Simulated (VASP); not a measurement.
# ZnS (P1) in VASP: notebook

Runs on ZnS. Level: PBE. Tasks: single point.

Program: VASP 6.6.1. These are calculated values, not measurements. Logs are shortened: lines on timing, memory, paths and dates and some standing lists are left out, and cuts for length are marked.

### Step 1. The cell of the first run

The typed cell holds 16 atoms: a = 7.620 Å, b = 7.620 Å, c = 7.620 Å, α = 60.00°, β = 60.00°, γ = 60.00°.

### Step 2. Single point, PBE

Contents of INCAR:

```
SYSTEM = ZnS
PREC = Accurate
ENCUT = 520
EDIFF = 1E-7
ISMEAR = -1
SIGMA = 0.02
LREAL = Auto
LASPH = .True.
NELM = 60
ALGO = Normal
ISIF = 2
LWAVE = .False.
LCHARG = .False.
GGA = PE
NBANDS = 86
```

Contents of KPOINTS:

```
Automatic mesh
0
Gamma
  2 2 2
  0 0 0
```

Contents of POSCAR:

```
ZnS
1.0
    0.0000000000      5.3881716686      5.3881716686
    5.3881716686      0.0000000000      5.3881716686
    5.3881716686      5.3881716686      0.0000000000
Zn S
8 8
Direct
    0.0018727132      0.0049102927      0.0022294204
    0.0023949682      0.0079777525      0.4977978923
    0.0025351828      0.5064027592     -0.0065515730
   -0.0099071639      0.5139451135      0.4885962553
    0.5028544313     -0.0023679646     -0.0009266594
    0.4909869549     -0.0074615292      0.5071377024
    0.5084477943      0.4920088229      0.0047041931
    0.4936578980      0.4880498733      0.5052274997
    0.1360542212      0.1216714203      0.1241520392
    0.1262406883      0.1272588444      0.6241748977
    0.1264620992      0.6274175561      0.1260836777
    0.1203493578      0.6183904680      0.6313039393
    0.6359676734      0.1267596955      0.1252166860
    0.6319138865      0.1224607419      0.6178174536
    0.6203582969      0.6264861641      0.1297443814
    0.6172490790      0.6224892610      0.6251476766
```

Potentials or basis: VASP PAW PBE potentials, release 64 (Zn, S).

Started as:

```sh
> cat potpaw_PBE.64/Zn/POTCAR potpaw_PBE.64/S/POTCAR > POTCAR
> mpirun -np 1 vasp_std > vasp.out
```

OUTCAR:

```text
SYSTEM = ZnS
   PREC = Accurate
   ENCUT = 520
   EDIFF = 1E-7
   ISMEAR = -1
   LREAL = Auto
   LASPH = .True.
   NELM = 60
   ISIF = 2
   GGA = PE

 ion  position               nearest neighbor table
   1  0.002  0.005  0.002-  13 2.28   9 2.32  11 2.35  10 2.35
   2  0.002  0.008  0.498-  10 2.30  14 2.31   9 2.33  12 2.43
   3  0.003  0.506  0.993-  12 2.25  11 2.35  15 2.38   9 2.39
   4  0.990  0.514  0.489-  11 2.26  16 2.32  12 2.35  10 2.41
   5  0.503  0.998  0.999-   9 2.28  15 2.31  14 2.37  13 2.42
   6  0.491  0.993  0.507-  10 2.27  16 2.30  14 2.38  13 2.38
[... 8 lines left out ...]
  15  0.620  0.626  0.130-   5 2.31   7 2.31   8 2.34   3 2.38
  16  0.617  0.622  0.625-   6 2.30   4 2.32   8 2.35   7 2.36

  LATTYP: Found a face centered cubic cell.
 ALAT       =    10.7763433372

  Lattice vectors:

 A1 = (   0.0000000000,   5.3881716686,   5.3881716686)
 A2 = (   5.3881716686,   0.0000000000,   5.3881716686)
 A3 = (   5.3881716686,   5.3881716686,   0.0000000000)

Analysis of symmetry for initial positions (statically):
=====================================================================
 Subroutine PRICEL returns:
 Original cell was already a primitive cell.

 Routine SETGRP: Setting up the symmetry group for a
 face centered cubic supercell.

 Subroutine GETGRP returns: Found  1 space group operations
 (whereof  1 operations were pure point group operations)
 out of a pool of 48 trial point group operations.

The static configuration has the point symmetry C_1 .

Analysis of symmetry for dynamics (positions and initial velocities):
=====================================================================
 Subroutine PRICEL returns:
 Original cell was already a primitive cell.

 Routine SETGRP: Setting up the symmetry group for a
 face centered cubic supercell.

 Subroutine GETGRP returns: Found  1 space group operations
 (whereof  1 operations were pure point group operations)
 out of a pool of 48 trial point group operations.

The dynamic configuration has the point symmetry C_1 .

 Subroutine INISYM returns: Found  1 space group operations
 (whereof  1 operations are pure point group operations),
 and found     1 'primitive' translations

----------------------------------------------------------------------------------------

                                     Primitive cell

  volume of cell :     312.8630

[... 104 lines left out ...]
   NFREE  =      0    steps in history (QN), initial steepest desc. (CG)
   ISIF   =      2    stress and relaxation
   ISYM   =      2    0-nonsym 1-usesym 2-fastsym
   POTIM  = 0.5000    time-step for ionic-motion
   TEBEG  =    0.0;   TEEND  =   0.0 temperature during run
   PSTRESS=    0.0 pullay stress
   NELECT =     144.0000    total number of electrons
   NUPDOWN=      -1.0000    fix difference up-down
   EMIN   =  10.00;   EMAX   =-10.00  energy-range for DOS
   EFERMI =   0.00;   METHOD = LEGACY
   ISMEAR =    -1;   SIGMA  =   0.02  broadening in eV -4-tet -1-fermi 0-gaus
   EFERMI_NEDOS =   21; number of points for ismear=-14 and -15
   IALGO  =     38    algorithm
   IMIX   =      4    mixing-type and parameters
     AMIX     =   0.40;   BMIX     =  1.00
     AMIX_MAG =   1.60;   BMIX_MAG =  1.00
  volume/ion in A,a.u.               =      19.55       131.96
  Fermi-wavevector in a.u.,A,eV,Ry     =   1.263992  2.388598 21.737690  1.597675
  Thomas-Fermi vector in A             =   2.397320
   LORBIT       =      0    0 simple, 1 ext, 2 COOP (PROOUT), +10 PAW based schemes
   GGA     = PE    functional components
   LHFCALC =     F    Hartree Fock is set to
   AEXX    =    0.0000 exact exchange contribution
   IVDW    =     0    specifies the selected vdW correction
   LEPSILON=     F    determine dielectric tensor
   LRPA    =     F    only Hartree local field effects (RPA)
 non-spin polarized calculation
  energy-cutoff  :      520.00
  volume of cell :      312.86
 maximum number of plane-waves:      8424
 NGX is ok and might be reduce to    60
   NGX = 29   NGY = 29   NGZ = 29

 number of electron     144.0000014 magnetization

 Free energy of the ion-electron system (eV)
  ---------------------------------------------------
  ext. energy  EPLUGINS =         0.00000000
  ---------------------------------------------------
  free energy    TOTEN  =       -54.18563650 eV

  energy without entropy =      -54.18563650  energy(sigma->0) =      -54.18563650

 E-fermi :   2.7450     XC(G=0):  -9.6613

 val. band max:        2.2335279429   @ k =   0.0000   0.0000   0.0000
 cond. band min:       4.3561334559   @ k =   0.0000   0.0000   0.0000
 fundamental gap:      2.1226055131
 Fermi energy:         2.7449854279

 k-point     1 :       0.0000    0.0000    0.0000
  band No.  band energies     occupation
      1     -10.9927      2.00000
      2     -10.0586      2.00000
      3     -10.0500      2.00000
      4     -10.0492      2.00000
      5     -10.0269      2.00000
      6      -9.7354      2.00000
[... 685 lines left out ...]
     83       8.2348      0.00000
     84       8.3076      0.00000
 [bands above 84 left out]

------------------------ aborting loop because EDIFF is reached ----------------------------------------

  FORCE on cell =-STRESS in cart. coord.  units (eV):
  Direction    XX          YY          ZZ          XY          YZ          ZX
  --------------------------------------------------------------------------------------
  -------------------------------------------------------------------------------------
  Total        5.9945143      5.8536430      5.7044224     -0.5443779      0.0273205     -0.8337498
  in kB       30.6980165     29.9766122     29.2124508     -2.7877691      0.1399089     -4.2696481
  external PRESSURE =      29.9623598 kB  Pullay stress =       0.0000000 kB

 VOLUME and BASIS-vectors are now :
 -----------------------------------------------------------------------------
  energy-cutoff  :      520.00
  volume of cell :      312.86
      direct lattice vectors                 reciprocal lattice vectors
     0.000000000  5.388171669  5.388171669    -0.092795856  0.092795856  0.092795856
     5.388171669  0.000000000  5.388171669     0.092795856 -0.092795856  0.092795856
     5.388171669  5.388171669  0.000000000     0.092795856  0.092795856 -0.092795856

 POSITION                                       TOTAL-FORCE (eV/Angst)
 -----------------------------------------------------------------------------------
      0.03847      0.02210      0.03655        -0.277196      0.121585      0.117824
      2.72521      2.69512      0.05589        -0.328543      0.196199     -0.228526
      8.08146      5.36653      2.74225         0.262576      0.307559     -0.425154
      5.40186      7.96743      8.10401         0.124604      0.459131     -0.307652
     10.75859      8.09264      8.08488        -0.017022      0.161470      0.465208
      8.08051      5.37807      7.99349        -0.135713      0.099120      0.483442
[... 8 lines left out ...]
      4.07470      4.04168      6.71821        -0.209922      0.252296      0.197594
      6.72248      6.69425      6.67992         0.018536      0.197244     -0.094118
 -----------------------------------------------------------------------------------
    total drift:                                0.001141     -0.000315     -0.000788

  FREE ENERGIE OF THE ION-ELECTRON SYSTEM (eV)
  ---------------------------------------------------
  free  energy   TOTEN  =       -54.1856364967 eV

  energy  without entropy=      -54.1856364967  energy(sigma->0) =      -54.18563650
```

OSZICAR:

```text
N       E                     dE             d eps       ncg     rms          rms(c)
DAV:   1     0.135353704312E+04    0.13535E+04   -0.64200E+04  1376   0.203E+03
DAV:   2     0.183850090689E+03   -0.11697E+04   -0.11226E+04  1376   0.503E+02
DAV:   3    -0.407388691108E+02   -0.22459E+03   -0.21591E+03  1498   0.186E+02
DAV:   4    -0.573538580643E+02   -0.16615E+02   -0.16465E+02  1592   0.510E+01
DAV:   5    -0.577515858132E+02   -0.39773E+00   -0.39664E+00  1552   0.800E+00    0.200E+01
DAV:   6    -0.540599651878E+02    0.36916E+01   -0.73301E+00  1970   0.444E+01    0.153E+01
DAV:   7    -0.543239978210E+02   -0.26403E+00   -0.11014E+01  1596   0.921E+00    0.685E+00
DAV:   8    -0.541773965895E+02    0.14660E+00   -0.95840E-01  1738   0.800E+00    0.277E+00
DAV:   9    -0.541832767287E+02   -0.58801E-02   -0.17527E-01  1732   0.465E+00    0.625E-01
DAV:  10    -0.541843757371E+02   -0.10990E-02   -0.17118E-02  1538   0.175E+00    0.409E-01
DAV:  11    -0.541848135998E+02   -0.43786E-03   -0.21785E-03  1556   0.322E-01    0.338E-01
DAV:  12    -0.541856748099E+02   -0.86121E-03   -0.14877E-03  1482   0.237E-01    0.159E-01
DAV:  13    -0.541856325522E+02    0.42258E-04   -0.37999E-04  1640   0.299E-01    0.580E-02
DAV:  14    -0.541856338071E+02   -0.12550E-05   -0.52196E-05  1546   0.606E-02    0.396E-02
DAV:  15    -0.541856358140E+02   -0.20069E-05   -0.12566E-05  1728   0.360E-02    0.264E-02
DAV:  16    -0.541856370407E+02   -0.12267E-05   -0.94516E-06  1780   0.314E-02    0.734E-03
DAV:  17    -0.541856365020E+02    0.53874E-06   -0.60568E-06  1656   0.305E-02    0.329E-03
DAV:  18    -0.541856364967E+02    0.52423E-08   -0.75929E-07  1428   0.570E-03
   1 F= -.54185636E+02 E0= -.54185636E+02  d E =-.176499E-11
```

Run time: 16 min. Hardware: 1 thread of Intel Xeon 8259CL, shared host; peak memory 0.54 GiB.

What came out:

```yaml
Free_energy: -54.1856 eV
Pressure: 3.0 GPa
Largest_force: 0.794 eV/Å
Band_gap_on_the_k_mesh: 2.12 eV
```

Forces on the atoms (eV/Å):
```
Zn  -0.277  0.122  0.118
Zn  -0.329  0.196 -0.229
Zn   0.263  0.308 -0.425
Zn   0.125  0.459 -0.308
Zn  -0.017  0.161  0.465
Zn  -0.136  0.099  0.483
Zn   0.151 -0.387  0.109
Zn   0.194 -0.119  0.238
S    0.371 -0.305  0.040
S    0.388 -0.197 -0.031
S   -0.372 -0.233  0.238
S   -0.050 -0.526  0.448
S   -0.142 -0.212 -0.752
S    0.024  0.184 -0.499
S   -0.210  0.252  0.198
S    0.019  0.197 -0.094
```

Caveat: the k points lie up to 0.50 Å⁻¹ apart; the atoms stand as in a frame of molecular dynamics.

### Step 3. Single point, PBE

Contents of INCAR:

```
SYSTEM = ZnS
ALGO = Normal
EDIFF = 1E-7
ENCUT = 520
GGA = PE
ISIF = 2
ISMEAR = -1
LASPH = .True.
LCHARG = .False.
LREAL = Auto
LWAVE = .False.
NBANDS = 86
NELM = 60
PREC = Accurate
SIGMA = 0.02
```

Contents of KPOINTS:

```
k-points
0
Gamma
  2 2 2
  0 0 0
```

Contents of POSCAR:

```
ZnS
1.0
    0.0000000000      5.3881716686      5.3881716686
    5.3881716686      0.0000000000      5.3881716686
    5.3881716686      5.3881716686      0.0000000000
Zn S
8 8
Direct
    0.0074429700      0.0024999203      0.0014528119
    0.0037599953      0.0026327112      0.4979773595
   -0.0007654730      0.5074534867     -0.0019831402
   -0.0146045829      0.5161149590      0.4914832271
    0.5096872685     -0.0048195384     -0.0024116715
    0.4952869292     -0.0113773287      0.5076551321
    0.5065578211      0.4978938432      0.0013400650
    0.4918126524      0.4908086013      0.5036261216
    0.1309178778      0.1333576664      0.1236443530
    0.1187424120      0.1364005353      0.6263129142
    0.1323525945      0.6278253011      0.1161749362
    0.1175679876      0.6307097674      0.6199213213
    0.6266542174      0.1174208134      0.1290820974
    0.6287244001      0.1127117021      0.6272194369
    0.6304064178      0.6220848566      0.1287650139
    0.6163111913      0.6170288744      0.6306334892
```

Potentials or basis: VASP PAW PBE potentials, release 64 (Zn, S).

Started as:

```sh
> cat potpaw_PBE.64/Zn/POTCAR potpaw_PBE.64/S/POTCAR > POTCAR
> mpirun -np 1 vasp_std > vasp.out
```

Run time: 17 min. Hardware: 1 thread of Intel Xeon 8259CL, shared host; peak memory 0.55 GiB.

Results (log left out):

```yaml
Free_energy: -54.2814 eV
Pressure: 2.7 GPa
Largest_force: 0.396 eV/Å
Band_gap_on_the_k_mesh: 2.12 eV
```

Forces on the atoms (eV/Å):
```
Zn   0.126 -0.147 -0.045
Zn   0.122  0.011  0.118
Zn  -0.243  0.020  0.098
Zn  -0.226  0.236  0.039
Zn   0.174 -0.100 -0.104
Zn   0.110 -0.215  0.162
Zn  -0.061  0.223 -0.203
Zn  -0.033  0.097 -0.048
S   -0.229 -0.013 -0.157
S   -0.188  0.012 -0.018
S    0.280  0.071 -0.030
S   -0.039  0.200 -0.028
S    0.193  0.189  0.290
S    0.077 -0.278  0.144
S   -0.002 -0.180 -0.277
S   -0.060 -0.125  0.058
```

Stress tensor (GPa, compression positive):
```
 2.73  0.02 -0.07
 0.02  2.72  0.03
-0.07  0.03  2.71
```

Levels at points of the mesh, in eV from the valence-band top:
```tsv
k point	band 70	band 71	band 72	band 73	band 74	band 75
(0.00, 0.00, 0.00)	-0.01	-0.01	0.00	2.12	3.23	3.30
(0.50, 0.00, 0.00)	-0.50	-0.46	-0.45	3.46	3.50	4.21
(0.00, 0.50, 0.00)	-0.52	-0.44	-0.40	3.41	3.54	4.15
(0.00, 0.00, 0.50)	-0.49	-0.48	-0.45	3.47	3.48	4.19
(0.50, 0.50, 0.50)	-0.49	-0.47	-0.46	3.46	3.49	4.16
(0.50, 0.50, 0.00)	-0.91	-0.91	-0.88	4.44	4.46	4.53
(0.00, 0.50, 0.50)	-0.92	-0.90	-0.87	4.45	4.46	4.54
(0.50, 0.00, 0.50)	-0.93	-0.89	-0.87	4.42	4.46	4.52
```

Caveat: the k points lie up to 0.50 Å⁻¹ apart; the atoms stand as in a frame of molecular dynamics.
